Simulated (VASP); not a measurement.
# Co (P6_3/mmc) in VASP: a series of runs

The runs below take Co through single point, with PBEsol.

Everything below comes from runs of VASP 6.6.1. Logs are shortened: lines on timing, memory, paths and dates and some standing lists are left out, and cuts for length are marked.

## (1) The cell of the first run

It takes space group P6_3/mmc (No. 194, hexagonal). The conventional cell has a = 2.407 Å, b = 2.407 Å, c = 4.016 Å, α = 90.00°, β = 90.00°, γ = 120.00°. Within 3.2 Å of Co (site symmetry -6m2) lie 12 Co at 2.41 to 2.44 Å.

## (2) Single point, PBEsol, collinear spin, ferromagnetic start (biaxial strain in the a-b plane: -2.0 %)

File INCAR:

```
  PREC = Accurate
  ENCUT = 520
  EDIFF = 1E-6
  ISMEAR = 0
  SIGMA = 0.1
  LREAL = False
  LASPH = True
  NELM = 150
  ALGO = Fast
  ISIF = 2
  LWAVE = False
  LCHARG = True
  ISPIN = 2
  MAGMOM = 1.79 1.79
  LORBIT = 11
  LMAXMIX = 4
  GGA = PS
  LELF = True
  LVHAR = True
  NBANDS = 20
```

File KPOINTS:

```
Automatic mesh
0
Gamma
  21 21 10
```

File POSCAR:

```
Co
1.0
    2.4067952788      0.0000000000      0.0000000000
   -1.2033976394      2.0843458532      0.0000000000
    0.0000000000      0.0000000000      4.0156546058
Co
2
Direct
    0.3333333333      0.6666666667      0.2500000000
    0.6666666667      0.3333333333      0.7500000000
```

Potentials or basis: VASP PAW PBE potentials, release 64 (Co).

Command:

```console
cat potpaw_PBE.64/Co/POTCAR > POTCAR
mpirun -np 1 vasp_std > vasp.out
```

OUTCAR:

```text
PREC = Accurate
   ENCUT = 520
   EDIFF = 1E-6
   ISMEAR = 0
   LREAL = False
   LASPH = True
   NELM = 150
   ISIF = 2
   ISPIN = 2
   LORBIT = 11
   GGA = PS

 ion  position               nearest neighbor table
   1  0.333  0.667  0.250-   2 2.44   2 2.44   2 2.44   2 2.44   2 2.44   2 2.44
   2  0.667  0.333  0.750-   1 2.44   1 2.44   1 2.44   1 2.44   1 2.44   1 2.44

  LATTYP: Found a hexagonal cell.
 ALAT       =     2.4067952788
 C/A-ratio  =     1.6684653826

  Lattice vectors:

 A1 = (   2.4067952788,   0.0000000000,   0.0000000000)
 A2 = (  -1.2033976394,   2.0843458532,   0.0000000000)
 A3 = (   0.0000000000,   0.0000000000,   4.0156546058)

Analysis of symmetry for initial positions (statically):
=====================================================================
 Subroutine PRICEL returns:
 Original cell was already a primitive cell.

 Routine SETGRP: Setting up the symmetry group for a
 hexagonal supercell.

 Subroutine GETGRP returns: Found 24 space group operations
 (whereof 12 operations were pure point group operations)
 out of a pool of 24 trial point group operations.

The static configuration has the point symmetry D_3d.
 The point group associated with its full space group is D_6h.

Analysis of symmetry for dynamics (positions and initial velocities):
=====================================================================
 Subroutine PRICEL returns:
 Original cell was already a primitive cell.

 Routine SETGRP: Setting up the symmetry group for a
 hexagonal supercell.

 Subroutine GETGRP returns: Found 24 space group operations
 (whereof 12 operations were pure point group operations)
 out of a pool of 24 trial point group operations.

The dynamic configuration has the point symmetry D_3d.
 The point group associated with its full space group is D_6h.

Analysis of structural, dynamic, and magnetic symmetry:
=====================================================================
 Subroutine PRICEL returns:
 Original cell was already a primitive cell.

 Routine SETGRP: Setting up the symmetry group for a
 hexagonal supercell.

 Subroutine GETGRP returns: Found 24 space group operations
 (whereof 12 operations were pure point group operations)
 out of a pool of 24 trial point group operations.

The overall configuration has the point symmetry D_3d.
 The point group associated with its full space group is D_6h.

 Subroutine INISYM returns: Found 24 space group operations
 (whereof 12 operations are pure point group operations),
 and found     1 'primitive' translations

----------------------------------------------------------------------------------------

                                     Primitive cell

  volume of cell :      20.1449

  direct lattice vectors                    reciprocal lattice vectors
     2.406795279  0.000000000  0.000000000     0.415490262  0.239883414  0.000000000
    -1.203397639  2.084345853  0.000000000     0.000000000  0.479766829  0.000000000
     0.000000000  0.000000000  4.015654606     0.000000000  0.000000000  0.249025401

  length of vectors
     2.406795279  2.406795279  4.015654606     0.479766829  0.479766829  0.249025401

  position of ions in fractional coordinates (direct lattice)
     0.333333333  0.666666667  0.250000000
     0.666666667  0.333333333  0.750000000

  ion indices of the primitive-cell ions
   primitive index   ion index
                 1           1
                 2           2

----------------------------------------------------------------------------------------

 KPOINTS: Automatic mesh

Automatic generation of k-mesh.
 Grid dimensions read from file:
 generate k-points for:   21   21   10

 Generating k-lattice:

  Cartesian coordinates                     Fractional coordinates (reciprocal lattice)
     0.019785251  0.011423020  0.000000000     0.047619048  0.000000000  0.000000000
     0.000000000  0.022846039  0.000000000     0.000000000  0.047619048  0.000000000
     0.000000000  0.000000000  0.024902540     0.000000000  0.000000000  0.100000000

  Length of vectors
     0.022846039  0.022846039  0.024902540

  Shift w.r.t. Gamma in fractional coordinates (k-lattice)
     0.000000000  0.000000000  0.000000000

 Subroutine IBZKPT returns following result:
 ===========================================

 Found    288 irreducible k-points:

 Following reciprocal coordinates:
            Coordinates               Weight
  0.000000  0.000000  0.000000      1.000000
  0.047619  0.000000  0.000000      6.000000
  0.095238  0.000000  0.000000      6.000000
  0.142857  0.000000  0.000000      6.000000
  0.190476  0.000000  0.000000      6.000000
  0.238095  0.000000  0.000000      6.000000
[... 16 lines left out ...]
  0.142857  0.095238  0.000000     12.000000
  0.190476  0.095238  0.000000     12.000000
 [... further k-points ...]
   k-points           NKPTS =    288   k-points in BZ     NKDIM =    288   number of bands    NBANDS=     20
   number of dos      NEDOS =    301   number of ions     NIONS =      2
   total plane-waves  NPLWV =   9720
   dimension x,y,z NGX =    18 NGY =   18 NGZ =   30
   dimension x,y,z NGXF=    36 NGYF=   36 NGZF=   60
   ions per type =               2
   NGX,Y,Z   is equivalent  to a cutoff of  12.43, 12.43, 12.42 a.u.
   NGXF,Y,Z  is equivalent  to a cutoff of  24.87, 24.87, 24.84 a.u.
 SYSTEM =  unknown system
   PREC   = accura    normal or accurate (medium, high low for compatibility)
   ISTART =      0    job   : 0-new  1-cont  2-samecut
   ICHARG =      2    charge: 1-file 2-atom 10-const
   ISPIN  =      2    spin polarized calculation?
   LNONCOLLINEAR =      F non collinear calculations
   LSORBIT =      F    spin-orbit coupling
   LASPH  =      T    aspherical Exc in radial PAW
   ENCUT  =  520.0 eV  38.22 Ry    6.18 a.u.   4.48  4.48  7.47*2*pi/ulx,y,z
   NELM   =    150;   NELMIN=  2; NELMDL= -5     # of ELM steps
   EDIFF  = 0.1E-05   stopping-criterion for ELM
   LREAL  =      F    real-space projection
   EDIFFG = 0.1E-04   stopping-criterion for IOM
   NSW    =      0    number of steps for IOM
   IBRION =     -1    ionic relax: 0-MD 1-quasi-New 2-CG
   NFREE  =      0    steps in history (QN), initial steepest desc. (CG)
   ISIF   =      2    stress and relaxation
   ISYM   =      2    0-nonsym 1-usesym 2-fastsym
   POTIM  = 0.5000    time-step for ionic-motion
   TEBEG  =    0.0;   TEEND  =   0.0 temperature during run
   PSTRESS=    0.0 pullay stress
   NELECT =      18.0000    total number of electrons
   NUPDOWN=      -1.0000    fix difference up-down
   EMIN   =  10.00;   EMAX   =-10.00  energy-range for DOS
   EFERMI =   0.00;   METHOD = LEGACY
   ISMEAR =     0;   SIGMA  =   0.10  broadening in eV -4-tet -1-fermi 0-gaus
   EFERMI_NEDOS =   21; number of points for ismear=-14 and -15
   IALGO  =     68    algorithm
   IMIX   =      4    mixing-type and parameters
     AMIX     =   0.40;   BMIX     =  1.00
     AMIX_MAG =   1.60;   BMIX_MAG =  1.00
  volume/ion in A,a.u.               =      10.07        67.97
  Fermi-wavevector in a.u.,A,eV,Ry     =   1.576802  2.979724 33.828239  2.486305
  Thomas-Fermi vector in A             =   2.677580
   LORBIT       =     11    0 simple, 1 ext, 2 COOP (PROOUT), +10 PAW based schemes
   GGA     = PS    functional components
   LHFCALC =     F    Hartree Fock is set to
   AEXX    =    0.0000 exact exchange contribution
   IVDW    =     0    specifies the selected vdW correction
   LEPSILON=     F    determine dielectric tensor
   LRPA    =     F    only Hartree local field effects (RPA)
 spin polarized calculation
 RMM-DIIS sequential band-by-band and
 Gauss-broadening in eV      SIGMA  =   0.10
  energy-cutoff  :      520.00
  volume of cell :       20.14
 maximum number of plane-waves:       561
 NGX is ok and might be reduce to    18
   NGX =  9   NGY =  9   NGZ = 15

 number of electron      17.9999997 magnetization       3.1033013

 Free energy of the ion-electron system (eV)
  ---------------------------------------------------
  ext. energy  EPLUGINS =         0.00000000
  ---------------------------------------------------
  free energy    TOTEN  =       -15.45117482 eV

  energy without entropy =      -15.44245784  energy(sigma->0) =      -15.44681633

 E-fermi :  11.1666     XC(G=0): -14.0243

 val. band max:       11.1653981944   @ k =   0.1905   0.1429   0.5000
 cond. band min:      11.1671174877   @ k =   0.0476   0.0476   0.2000
 fundamental gap:      0.0017192933
 Fermi energy:        11.1665786261

 spin component 1

 k-point     1 :       0.0000    0.0000    0.0000
  band No.  band energies     occupation
      1       1.7425      1.00000
      2       5.6238      1.00000
      3       8.2927      1.00000
      4       8.5076      1.00000
      5       8.5076      1.00000
      6       8.8248      1.00000
[... 12 lines left out ...]
     19      38.9707      0.00000
     20      38.9707      0.00000

 k-point     2 :       0.0476    0.0000    0.0000
  band No.  band energies     occupation
      1       1.8290      1.00000
      2       5.6809      1.00000
      3       8.2530      1.00000
      4       8.5359      1.00000
      5       8.5509      1.00000
      6       8.8007      1.00000
[... 12 lines left out ...]
     19      40.2168      0.00000
     20      40.6919      0.00000

 k-point     3 :       0.0952    0.0000    0.0000
  band No.  band energies     occupation
      1       2.0856      1.00000
      2       5.8434      1.00000
      3       8.1443      1.00000
      4       8.6038      1.00000
      5       8.6787      1.00000
      6       8.7488      1.00000
[... 12 lines left out ...]
     19      39.0455      0.00000
     20      42.2185      0.00000

 k-point     4 :       0.1429    0.0000    0.0000
  band No.  band energies     occupation
      1       2.5022      1.00000
      2       6.0828      1.00000
      3       7.9932      1.00000
      4       8.4223      1.00000
      5       8.5737      1.00000
      6       8.8224      1.00000
[... 429 lines left out ...]
 k-point    23 :       0.1429    0.0952    0.0000
  band No.  band energies     occupation
      1       3.2950      1.00000
      2       6.4721      1.00000
      3       7.7136      1.00000
      4       7.7705      1.00000
      5       8.4904      1.00000
      6       8.7695      1.00000
[... 12 lines left out ...]
     19      37.6997      0.00000
     20      39.7954      0.00000

 k-point    24 :       0.1905    0.0952    0.0000
  band No.  band energies     occupation
      1       3.9499      1.00000
      2       6.6628      1.00000
      3       7.3830      1.00000
      4       7.5896      1.00000
      5       8.4249      1.00000
      6       8.6214      1.00000
[... 12 lines left out ...]
     19      37.6600      0.00000
     20      38.9489      0.00000

 [... further k-points ...]

 spin component 2

 k-point     1 :       0.0000    0.0000    0.0000
  band No.  band energies     occupation
      1       1.8185      1.00000
      2       6.5209      1.00000
      3       9.8185      1.00000
      4      10.0581      1.00000
      5      10.0581      1.00000
      6      10.4225      1.00000
[... 12 lines left out ...]
     19      39.3154      0.00000
     20      39.3154      0.00000

 k-point     2 :       0.0476    0.0000    0.0000
  band No.  band energies     occupation
      1       1.9054      1.00000
      2       6.5841      1.00000
      3       9.7707      1.00000
      4      10.0889      1.00000
      5      10.1050      1.00000
      6      10.3926      1.00000
[... 12 lines left out ...]
     19      40.5693      0.00000
     20      41.0458      0.00000

 k-point     3 :       0.0952    0.0000    0.0000
  band No.  band energies     occupation
      1       2.1632      1.00000
      2       6.7657      1.00000
      3       9.6385      1.00000
      4       9.8960      1.00000
      5      10.1621      1.00000
      6      10.2436      1.00000
[... 12 lines left out ...]
     19      39.0380      0.00000
     20      42.4338      0.00000

 k-point     4 :       0.1429    0.0000    0.0000
  band No.  band energies     occupation
      1       2.5835      1.00000
      2       7.0390      1.00000
      3       9.3801      1.00000
      4       9.4495      1.00000
      5      10.1183      1.00000
      6      10.3953      1.00000
[... 429 lines left out ...]
 k-point    23 :       0.1429    0.0952    0.0000
  band No.  band energies     occupation
      1       3.3893      1.00000
      2       7.4950      1.00000
      3       8.7831      1.00000
      4       9.1077      1.00000
      5       9.9936      1.00000
      6      10.3845      1.00000
[... 12 lines left out ...]
     19      37.8981      0.00000
     20      39.9849      0.00000

 k-point    24 :       0.1905    0.0952    0.0000
  band No.  band energies     occupation
      1       4.0678      1.00000
      2       7.7542      1.00000
      3       8.4378      1.00000
      4       8.9175      1.00000
      5       9.8961      1.00000
      6      10.2047      1.00000
[... 12 lines left out ...]
     19      37.9428      0.00000
     20      39.3835      0.00000

 [... further k-points ...]
[... 5 lines left out ...]
  --------------------------------------------------------------------------------------
  -------------------------------------------------------------------------------------
  Total        1.3765423      1.3765423     -0.1311628      0.0000000     -0.0000000      0.0000000
  in kB      109.4800157    109.4800157    -10.4317193      0.0000000     -0.0000000      0.0000000
  external PRESSURE =      69.5094374 kB  Pullay stress =       0.0000000 kB

 VOLUME and BASIS-vectors are now :
 -----------------------------------------------------------------------------
  energy-cutoff  :      520.00
  volume of cell :       20.14
      direct lattice vectors                 reciprocal lattice vectors
     2.406795279  0.000000000  0.000000000     0.415490262  0.239883414  0.000000000
    -1.203397639  2.084345853  0.000000000     0.000000000  0.479766829  0.000000000
     0.000000000  0.000000000  4.015654606     0.000000000  0.000000000  0.249025401

 POSITION                                       TOTAL-FORCE (eV/Angst)
 -----------------------------------------------------------------------------------
     -0.00000      1.38956      1.00391         0.000000     -0.000000      0.000000
      1.20340      0.69478      3.01174        -0.000000      0.000000      0.000000
 -----------------------------------------------------------------------------------
    total drift:                                0.000000     -0.000000     -0.000000

  FREE ENERGIE OF THE ION-ELECTRON SYSTEM (eV)
  ---------------------------------------------------
  free  energy   TOTEN  =       -15.4511748190 eV

  energy  without entropy=      -15.4424578399  energy(sigma->0) =      -15.44681633

 total charge

# of ion       s       p       d       tot
------------------------------------------
    1        0.522   0.593   7.313   8.428
    2        0.522   0.593   7.313   8.428
--------------------------------------------------
tot          1.044   1.187  14.625  16.856

 magnetization (x)

# of ion       s       p       d       tot
------------------------------------------
    1       -0.015  -0.051   1.620   1.553
    2       -0.015  -0.051   1.620   1.553
--------------------------------------------------
tot         -0.030  -0.103   3.239   3.106
```

It took 3.2 min on 1 thread of Intel Xeon 6975P-C (Granite Rapids), shared host; peak memory 0.27 GiB.

What came out:

```
Free energy                                           : -15.4512 eV
Pressure                                              : 7.0 GPa
Net moment                                            : 3.10 μB per cell
Site moments                                          : Co +1.55 μB
Valence electrons inside the program's atomic spheres : Co 8.43
```

Caveat: the cell differs from its parent crystal (biaxial strain in the a-b plane: -2.0 %); the cell stands under pressure; the PAW data sets were made with another functional, which shifts forces and pressure a little.

[end of part 1 of 2]
